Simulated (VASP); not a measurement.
# Cu (P6_3/mmc) in VASP: a series of runs, part 2 of 2

VASP 6.6.1. The steps go on from the part before.

**4. Single point, LDA (volume scaled by 1.08)**

Input file INCAR:

```
PREC = Accurate
ENCUT = 520
EDIFF = 1E-7
ISMEAR = -1
SIGMA = 0.1
LREAL = False
LASPH = True
NELM = 60
ALGO = Normal
ISIF = 2
LWAVE = False
LCHARG = False
NBANDS = 18
```

Input file KPOINTS:

```
regular mesh
0
Gamma
  16 16 9
```

Input file POSCAR:

```
Cu
1.0
    2.5507061417      0.0000000000      0.0000000000
   -1.2753530709      2.2089763163      0.0000000000
    0.0000000000      0.0000000000      4.1788874241
Cu
2
Direct
    0.3333333333      0.6666666667      0.2500000000
    0.6666666667      0.3333333333      0.7500000000
```

Potentials or basis: VASP PAW LDA potentials, release 64 (Cu).

Launch:

```bash
cat potpaw_LDA.64/Cu/POTCAR > POTCAR
mpirun -np 1 vasp_std > vasp.out
```

OUTCAR:

```text
PREC = Accurate
   ENCUT = 520
   EDIFF = 1E-7
   ISMEAR = -1
   LREAL = False
   LASPH = True
   NELM = 60
   ISIF = 2

 ion  position               nearest neighbor table
   1  0.333  0.667  0.250-   2 2.56   2 2.56   2 2.56   2 2.56   2 2.56   2 2.56
   2  0.667  0.333  0.750-   1 2.56   1 2.56   1 2.56   1 2.56   1 2.56   1 2.56

  LATTYP: Found a hexagonal cell.
 ALAT       =     2.5507061417
 C/A-ratio  =     1.6383256996

  Lattice vectors:

 A1 = (   2.5507061417,   0.0000000000,   0.0000000000)
 A2 = (  -1.2753530709,   2.2089763163,   0.0000000000)
 A3 = (   0.0000000000,   0.0000000000,   4.1788874241)

Analysis of symmetry for initial positions (statically):
=====================================================================
 Subroutine PRICEL returns:
 Original cell was already a primitive cell.

 Routine SETGRP: Setting up the symmetry group for a
 hexagonal supercell.

 Subroutine GETGRP returns: Found 24 space group operations
 (whereof 12 operations were pure point group operations)
 out of a pool of 24 trial point group operations.

The static configuration has the point symmetry D_3d.
 The point group associated with its full space group is D_6h.

Analysis of symmetry for dynamics (positions and initial velocities):
=====================================================================
 Subroutine PRICEL returns:
 Original cell was already a primitive cell.

 Routine SETGRP: Setting up the symmetry group for a
 hexagonal supercell.

 Subroutine GETGRP returns: Found 24 space group operations
 (whereof 12 operations were pure point group operations)
 out of a pool of 24 trial point group operations.

The dynamic configuration has the point symmetry D_3d.
 The point group associated with its full space group is D_6h.

 Subroutine INISYM returns: Found 24 space group operations
 (whereof 12 operations are pure point group operations),
 and found     1 'primitive' translations

----------------------------------------------------------------------------------------

                                     Primitive cell

  volume of cell :      23.5457

  direct lattice vectors                    reciprocal lattice vectors
     2.550706142  0.000000000  0.000000000     0.392048297  0.226349190  0.000000000
    -1.275353071  2.208976316  0.000000000     0.000000000  0.452698380  0.000000000
     0.000000000  0.000000000  4.178887424     0.000000000  0.000000000  0.239298143

  length of vectors
     2.550706142  2.550706142  4.178887424     0.452698380  0.452698380  0.239298143

  position of ions in fractional coordinates (direct lattice)
     0.333333333  0.666666667  0.250000000
     0.666666667  0.333333333  0.750000000

  ion indices of the primitive-cell ions
   primitive index   ion index
                 1           1
                 2           2

----------------------------------------------------------------------------------------

 KPOINTS: regular mesh

Automatic generation of k-mesh.
 Grid dimensions read from file:
 generate k-points for:   16   16    9

 Generating k-lattice:

  Cartesian coordinates                     Fractional coordinates (reciprocal lattice)
     0.024503019  0.014146824  0.000000000     0.062500000  0.000000000  0.000000000
     0.000000000  0.028293649  0.000000000     0.000000000  0.062500000  0.000000000
     0.000000000  0.000000000  0.026588683     0.000000000  0.000000000  0.111111111

  Length of vectors
     0.028293649  0.028293649  0.026588683

  Shift w.r.t. Gamma in fractional coordinates (k-lattice)
     0.000000000  0.000000000  0.000000000

 Subroutine IBZKPT returns following result:
 ===========================================

 Found    150 irreducible k-points:

 Following reciprocal coordinates:
            Coordinates               Weight
  0.000000  0.000000  0.000000      1.000000
  0.062500  0.000000  0.000000      6.000000
  0.125000  0.000000  0.000000      6.000000
  0.187500 -0.000000  0.000000      6.000000
  0.250000  0.000000  0.000000      6.000000
  0.312500  0.000000  0.000000      6.000000
[... 16 lines left out ...]
  0.187500  0.187500  0.000000      6.000000
  0.250000  0.187500  0.000000     12.000000
 [... further k-points ...]
   k-points           NKPTS =    150   k-points in BZ     NKDIM =    150   number of bands    NBANDS=     18
   number of dos      NEDOS =    301   number of ions     NIONS =      2
   total plane-waves  NPLWV =  12800
   dimension x,y,z NGX =    20 NGY =   20 NGZ =   32
   dimension x,y,z NGXF=    40 NGYF=   40 NGZF=   64
   ions per type =               2
   NGX,Y,Z   is equivalent  to a cutoff of  13.04, 13.04, 12.73 a.u.
   NGXF,Y,Z  is equivalent  to a cutoff of  26.07, 26.07, 25.46 a.u.
 SYSTEM =  unknown system
   PREC   = accura    normal or accurate (medium, high low for compatibility)
   ISTART =      0    job   : 0-new  1-cont  2-samecut
   ICHARG =      2    charge: 1-file 2-atom 10-const
   ISPIN  =      1    spin polarized calculation?
   LNONCOLLINEAR =      F non collinear calculations
   LSORBIT =      F    spin-orbit coupling
   LASPH  =      T    aspherical Exc in radial PAW
   ENCUT  =  520.0 eV  38.22 Ry    6.18 a.u.   4.74  4.74  7.77*2*pi/ulx,y,z
   NELM   =     60;   NELMIN=  2; NELMDL= -5     # of ELM steps
   EDIFF  = 0.1E-06   stopping-criterion for ELM
   LREAL  =      F    real-space projection
   EDIFFG = 0.1E-05   stopping-criterion for IOM
   NSW    =      0    number of steps for IOM
   IBRION =     -1    ionic relax: 0-MD 1-quasi-New 2-CG
   NFREE  =      0    steps in history (QN), initial steepest desc. (CG)
   ISIF   =      2    stress and relaxation
   ISYM   =      2    0-nonsym 1-usesym 2-fastsym
   POTIM  = 0.5000    time-step for ionic-motion
   TEBEG  =    0.0;   TEEND  =   0.0 temperature during run
   PSTRESS=    0.0 pullay stress
   NELECT =      22.0000    total number of electrons
   NUPDOWN=      -1.0000    fix difference up-down
   EMIN   =  10.00;   EMAX   =-10.00  energy-range for DOS
   EFERMI =   0.00;   METHOD = LEGACY
   ISMEAR =    -1;   SIGMA  =   0.10  broadening in eV -4-tet -1-fermi 0-gaus
   EFERMI_NEDOS =   21; number of points for ismear=-14 and -15
   IALGO  =     38    algorithm
   IMIX   =      4    mixing-type and parameters
     AMIX     =   0.40;   BMIX     =  1.00
     AMIX_MAG =   1.60;   BMIX_MAG =  1.00
  volume/ion in A,a.u.               =      11.77        79.45
  Fermi-wavevector in a.u.,A,eV,Ry     =   1.600461  3.024432 34.850974  2.561474
  Thomas-Fermi vector in A             =   2.697593
   LORBIT       =      0    0 simple, 1 ext, 2 COOP (PROOUT), +10 PAW based schemes
   GGA     = CA    functional components
   LHFCALC =     F    Hartree Fock is set to
   AEXX    =    0.0000 exact exchange contribution
   IVDW    =     0    specifies the selected vdW correction
   LEPSILON=     F    determine dielectric tensor
   LRPA    =     F    only Hartree local field effects (RPA)
 non-spin polarized calculation
  energy-cutoff  :      520.00
  volume of cell :       23.55
 maximum number of plane-waves:       652
 NGX is ok and might be reduce to    20
   NGX =  9   NGY =  9   NGZ = 15

 number of electron      21.9999996 magnetization

 Free energy of the ion-electron system (eV)
  ---------------------------------------------------
  ext. energy  EPLUGINS =         0.00000000
  ---------------------------------------------------
  free energy    TOTEN  =        -9.34610304 eV

  energy without entropy =       -9.32462080  energy(sigma->0) =       -9.33536192

 E-fermi :   7.3484     XC(G=0): -13.1206

 val. band max:        7.3405931757   @ k =   0.5000   0.0000   0.1111
 cond. band min:       7.3749102477   @ k =   0.3125   0.0000   0.3333
 fundamental gap:      0.0343170719
 Fermi energy:         7.3484429211

 k-point     1 :       0.0000    0.0000    0.0000
  band No.  band energies     occupation
      1      -1.9950      2.00000
      2       2.2327      2.00000
      3       4.2808      2.00000
      4       4.3581      2.00000
      5       4.3581      2.00000
      6       4.5641      2.00000
[... 10 lines left out ...]
     17      30.8617      0.00000
     18      30.8619      0.00000
[... 463 lines left out ...]
 k-point    24 :       0.2500    0.1875    0.0000
  band No.  band energies     occupation
      1       1.9406      2.00000
      2       3.2493      2.00000
      3       3.2882      2.00000
      4       3.5401      2.00000
      5       4.1728      2.00000
      6       4.4832      2.00000
[... 10 lines left out ...]
     17      23.2026      0.00000
     18      24.4049      0.00000

 [... further k-points ...]

------------------------ aborting loop because EDIFF is reached ----------------------------------------

  FORCE on cell =-STRESS in cart. coord.  units (eV):
  Direction    XX          YY          ZZ          XY          YZ          ZX
  --------------------------------------------------------------------------------------
  -------------------------------------------------------------------------------------
  Total       -1.6153091     -1.6153091     -1.6473535      0.0000000     -0.0000000      0.0000000
  in kB     -109.9142685   -109.9142685   -112.0947378      0.0000000     -0.0000000      0.0000000
  external PRESSURE =    -110.6410916 kB  Pullay stress =       0.0000000 kB

 VOLUME and BASIS-vectors are now :
 -----------------------------------------------------------------------------
  energy-cutoff  :      520.00
  volume of cell :       23.55
      direct lattice vectors                 reciprocal lattice vectors
     2.550706142  0.000000000  0.000000000     0.392048297  0.226349190  0.000000000
    -1.275353071  2.208976316  0.000000000     0.000000000  0.452698380  0.000000000
     0.000000000  0.000000000  4.178887424     0.000000000  0.000000000  0.239298143

 POSITION                                       TOTAL-FORCE (eV/Angst)
 -----------------------------------------------------------------------------------
     -0.00000      1.47265      1.04472        -0.000000      0.000000      0.000000
      1.27535      0.73633      3.13417         0.000000     -0.000000      0.000000
 -----------------------------------------------------------------------------------
    total drift:                                0.000000     -0.000000      0.000000

  FREE ENERGIE OF THE ION-ELECTRON SYSTEM (eV)
  ---------------------------------------------------
  free  energy   TOTEN  =        -9.3461030390 eV

  energy  without entropy=       -9.3246208027  energy(sigma->0) =       -9.33536192
```

stdout:

```text
POSCAR found type information on POSCAR Cu
 POSCAR found :  1 types and       2 ions
 scaLAPACK will be used
 LDA part: xc-table for (Slater(with rela. corr.)+CA(PZ))
 , standard interpolation
 POSCAR, INCAR and KPOINTS ok, starting setup
 FFT: planning ... GRIDC
 FFT: planning ... GRID_SOFT
 FFT: planning ... GRID
 WAVECAR not read
 entering main loop
```

Wall time 23 s (1 thread of Intel Xeon Platinum 8559C (Emerald Rapids), shared host); peak memory 0.16 GiB.

Results:

```
Free energy            : -9.3461 eV
Pressure               : -11.1 GPa
Band gap on the k mesh : zero (band 11 reaches 10.73 eV, above the bottom of band 12 at 5.44 eV)
```

Caveat: the cell differs from its parent crystal (volume scaled by 1.08).

**5. Relaxation of cell and atoms, LDA**

This run uses another cell than the first one, of 11.81 Å³/atom, 1.129 times its volume.

Input file INCAR:

```
SYSTEM = Cu
PREC = Accurate ; ENCUT = 600
EDIFF = 1E-6 ; ISMEAR = -1
SIGMA = 0.1 ; LREAL = .FALSE.
LASPH = .TRUE. ; NELM = 60
ALGO = Normal ; ISIF = 3
LWAVE = .FALSE. ; LCHARG = .FALSE.
GGA = CA ; IBRION = 2
NSW = 80 ; EDIFFG = -0.01
```

Input file KPOINTS:

```
Automatic mesh
0
G
  14 14 8
  0 0 0
```

Input file POSCAR:

```
Cu
1.0
    2.5561591618      0.0000000000      0.0000000000
   -1.2780795809      2.2136987702      0.0000000000
    0.0000000000      0.0000000000      4.1742079112
Cu
2
Direct
    0.3333333333      0.6666666667      0.2500000000
    0.6666666667      0.3333333333      0.7500000000
```

Launch:

```bash
cat potpaw_LDA.64/Cu/POTCAR > POTCAR
mpirun -np 1 vasp_std > vasp.out
```

Wall time 60 s (1 thread of Intel Xeon Platinum 8559C (Emerald Rapids), shared host); peak memory 0.16 GiB.

Results (log left out):

| Quantity | Value |
| --- | --- |
| Free energy | -9.4025 eV |
| Relaxed volume | 10.96 Å³/atom |
| Relaxed cell | a = 2.492 Å, b = 2.492 Å, c = 4.076 Å, α = 90.00°, β = 90.00°, γ = 120.00° |
| Space group after relaxing (to 0.05 Å) | P6_3/mmc (No. 194) |
| Energy gained by relaxing | 32.7 meV/atom |
| Ionic steps | 6 |
| Pressure after relaxing | 0.0 GPa |
| Band gap on the k mesh | zero (band 11 reaches 12.09 eV, above the bottom of band 12 at 6.21 eV) |

Stress tensor (GPa, compression positive):
```
-0.12  0.00  0.00
 0.00 -0.12  0.00
 0.00  0.00  0.10
```

The path:
```csv
step,energy change (eV),largest force (eV/Å),pressure (GPa),volume (Å³)
1,0.0000,0.0000,-11.36,23.62
2,-0.0348,0.0000,9.95,20.87
3,-0.0654,0.0000,-0.06,21.92
4,-0.0654,0.0000,0.21,21.88
5,-0.0655,0.0000,-0.23,21.92
6,-0.0655,0.0000,-0.05,21.91
```

Final structure:
```
Cu
1.0
     2.49155    0.00000    0.00000
    -1.24578    2.15775    0.00000
     0.00000    0.00000    4.07632
Cu
2
Direct
  0.33333 0.66667 0.25000
  0.66667 0.33333 0.75000
```

Levels at points of the mesh, in eV from the Fermi level:
```tsv
k point	band 8	band 9	band 10	band 11	band 12	band 13	band 14	band 15
(0.00, 0.00, 0.00)	-2.61	-2.61	-1.78	-1.78	-1.14	4.16	22.16	22.89
(0.50, 0.00, 0.00)	-1.67	-1.62	-1.56	0.07	1.77	8.16	8.58	11.28
(0.00, 0.00, 0.50)	-3.22	-2.03	-2.03	-2.03	-2.03	13.10	13.10	22.86
(0.50, 0.00, 0.50)	-1.98	-1.60	-1.60	0.49	0.49	5.31	5.31	16.91
```

**6. The runs side by side**

| task | cell | k mesh | cutoff (eV) | gap on the mesh (eV) | pressure (GPa) |
| --- | --- | --- | --- | --- | --- |
| single point | a = 2.453, b = 2.453, c = 4.018 Å, angles 90.0, 90.0, 120.0°, 2 atoms | 16 × 16 × 9 | 520 | none | 9.4 |
| single point | a = 2.519, b = 2.519, c = 4.127 Å, angles 90.0, 90.0, 120.0°, 2 atoms | 16 × 16 × 9 | 520 | none | -5.8 |
| single point | a = 2.551, b = 2.551, c = 4.179 Å, angles 90.0, 90.0, 120.0°, 2 atoms | 16 × 16 × 9 | 520 | none | -11.1 |
| relaxation of cell and atoms | relaxed from a = 2.556, b = 2.556, c = 4.174 Å, angles 90.0, 90.0, 120.0°, 2 atoms | 14 × 14 × 8 | 600 | none | 0.0 |

Alike in all rows: level LDA; potentials or basis VASP PAW LDA potentials, release 64 (Cu); no spin polarisation; smearing fermi-dirac 0.1 eV.

Absolute energies hang on the potentials; compare differences alone.
